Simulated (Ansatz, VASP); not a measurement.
## Two plane-wave programs on HfO2

```
Hf O
1.0
     0.00000    2.55750    2.55750
     2.55750    0.00000    2.55750
     2.55750    2.55750    0.00000
Hf O
1 2
Direct
  0.00000 0.00000 0.00000
  0.75000 0.75000 0.75000
  0.25000 0.25000 0.25000
```

Alike in both runs: task relaxation of cell and atoms; functional BLYP; dispersion D4; k mesh 9 × 9 × 9; occupations fermi-dirac, width 0.05 eV; no spin polarisation.

```csv
,VASP,Ansatz
version,VASP 6.6.1,Ansatz 0.2.0
potentials or method,"VASP PAW PBE potentials, release 64 (Hf_pv, O)",Ansatz PAW
plane-wave cutoff (eV),600,420
valence electrons in the cell,22,38
```

Ansatz gave:

- relaxed volume (Å³/atom): 11.05
- relaxed cell length with the largest relative difference (Å): 3.606

Problem. Estimate VASP's values.

Solution. Relaxed volume (Å³/atom): 10.91; relaxed cell length with the largest relative difference (Å): 3.591.

VASP's potentials were made for PBE, not for BLYP. VASP's potentials hold 22 valence electrons a cell and Ansatz's 38, so a difference there can come from the potentials and not from the codes.

Neither program's run includes spin-orbit coupling. Noted on Ansatz's run: Pulay correction over one GPa; odd divisions of the mesh miss points on the zone boundary, where band edges often lie, so the gap on the mesh can be too wide; the plane-wave basis is chosen anew once the cell has moved, so the energies of steps on either side of that aren't comparable.
